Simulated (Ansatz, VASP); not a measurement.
**NaH: VASP beside Ansatz**

INCAR

```
ALGO     = Normal         # electronic algorithm
EDIFF    = 1E-8           # SCF threshold, eV
ENCUT    = 520            # plane-wave cutoff, eV
GGA      = PE             # functional
ISIF     = 2              # what is computed and relaxed
ISMEAR   = -1             # smearing method
LASPH    = T              # aspherical terms in the spheres
LCHARG   = F              # write CHGCAR
LEFG     = T            
LREAL    = F              # projectors in reciprocal space
LWAVE    = F              # write WAVECAR
NBANDS   = 11             # bands
NELM     = 80             # most SCF steps
PREC     = Accurate       # precision mode
SIGMA    = 0.03           # smearing width, eV
```

KPOINTS

```
k-points
0
Gamma
  9 9 9
```

File POSCAR:

```
NaH
1.0
    0.0000000000      2.4721089453      2.4721089453
    2.4721089453      0.0000000000      2.4721089453
    2.4721089453      2.4721089453      0.0000000000
Na H
1 1
Direct
    0.0000000000      0.0000000000      0.0000000000
    0.5000000000      0.5000000000      0.5000000000
```

Input for Ansatz:

```yaml
crystal:
  lattice:
    - [0.0, 2.4721089453, 2.4721089453]
    - [2.4721089453, 0.0, 2.4721089453]
    - [2.4721089453, 2.4721089453, 0.0]
  atoms:
    - { symbol: Na, position: [0.0, 0.0, 0.0] }
    - { symbol: H, position: [0.5, 0.5, 0.5] }
kpoints:
  mp_grid: { grid: [9, 9, 9] }
scf:
  occupations: { method: fermi_dirac, width: 0.03 }
hamiltonian:
  xc: pbe
  pseudopotentials: { kind: paw }
output:
  forces: true
  stress: true
  eigenvalues: true
  efg: { contact_densities: true }
  write_density: true
  write_potential: true
  elf: true
  volumetric_format: npy
```

Change from the starting cell: volume scaled by 1.04, PAW files.

Alike in both runs: task electric field gradients; functional PBE; k mesh 9 × 9 × 9; occupations fermi-dirac, width 0.03 eV; no spin polarisation.

```csv
,VASP,Ansatz
version,VASP 6.6.1,Ansatz 0.2.0
potentials or method,"VASP PAW PBE potentials, release 64 (Na_pv, H)","PAW with Ansatz's default frozen-core files, scalar-relativistic"
plane-wave cutoff (eV),520,420
valence electrons in the cell,8,10
```

```tsv
	VASP	Ansatz	Ansatz less VASP
gap on the k mesh at the Fermi level (eV)	3.94	3.94	+0.001
pressure (GPa)	-1.4	-1.4	+0.04
```

The functional is the same, so the differences come from potentials, cutoffs and numerics. VASP's potentials hold 8 valence electrons a cell and Ansatz's 10, so a difference there can come from the potentials and not from the codes.
